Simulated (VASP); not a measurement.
Wanted: the native input for a VASP 6.6.1 run.

| Item | Value |
| --- | --- |
| Task | relaxation of cell and atoms |
| Functional | PBE |
| Potentials or basis | VASP PAW PBE potentials, release 64 (Te, Pd) |
| Cutoff | 600 eV |
| k mesh | 8 × 8 × 8 |
| Occupations | gaussian, width 0.1 eV |
| Spin | no spin polarisation |
| Dipole correction | no |
| Further INCAR settings | ALGO = Normal; EDIFF = 1e-06; IBRION = 2; EDIFFG = -0.01; NSW = 100; ISIF = 3 |

The structure of Te5Pd lies in POSCAR:

```
Te5Pd
1.0
    0.0000000000      4.5523315700      4.5523315700
    4.5523315700      0.0000000000      4.5523315700
    4.5523315700      4.5523315700      0.0000000000
Te Pd
5 1
Direct
    0.3750000000      0.3750000000      0.8750000000
    0.3750000000      0.8750000000      0.3750000000
    0.8750000000      0.3750000000      0.3750000000
    0.3750000000      0.3750000000      0.3750000000
    0.7500000000      0.7500000000      0.7500000000
    0.0000000000      0.0000000000      0.0000000000
```

The cell was built from a structure type or drawn by symmetry, and may not be a known phase.

The input as run:

INCAR

```
PREC = Accurate
ENCUT = 600
EDIFF = 1E-6
ISMEAR = 0
SIGMA = 0.1
LREAL = F
LASPH = T
NELM = 100
ALGO = Normal
ISIF = 3
LWAVE = F
LCHARG = F
GGA = PE
IBRION = 2
NSW = 100
EDIFFG = -0.01
```

KPOINTS

```
regular mesh
0
Gamma
  8 8 8
```

Potentials or basis: VASP PAW PBE potentials, release 64 (Te, Pd).

Run with:

```console
$ cat potpaw_PBE.64/Te/POTCAR potpaw_PBE.64/Pd/POTCAR > POTCAR
$ mpirun -np 1 vasp_std > vasp.out
```

It gave:

```yaml
Relaxed_volume: 28.86 Å³/atom
Relaxed_cell: a = 6.256 Å, b = 6.256 Å, c = 6.256 Å, α = 60.00°, β = 60.00°, γ = 60.00°
Space_group_after_relaxing_to_0.1_Å: F-43m (No. 216)
Energy_gained_by_relaxing: 29.0 meV/atom
Ionic_steps: 3
Pressure_after_relaxing: 0.0 GPa
Band_gap_on_the_k_mesh: zero (bands 20 and 21 overlap by 1.03 eV)
```

Caveat: spin-orbit coupling is left out, which moves the levels of the heavy elements.

Wall time 9.5 min on 1 thread of Intel(R) Xeon(R) 6975P-C (Granite Rapids), with other jobs on the host, peak memory 0.5 GiB.
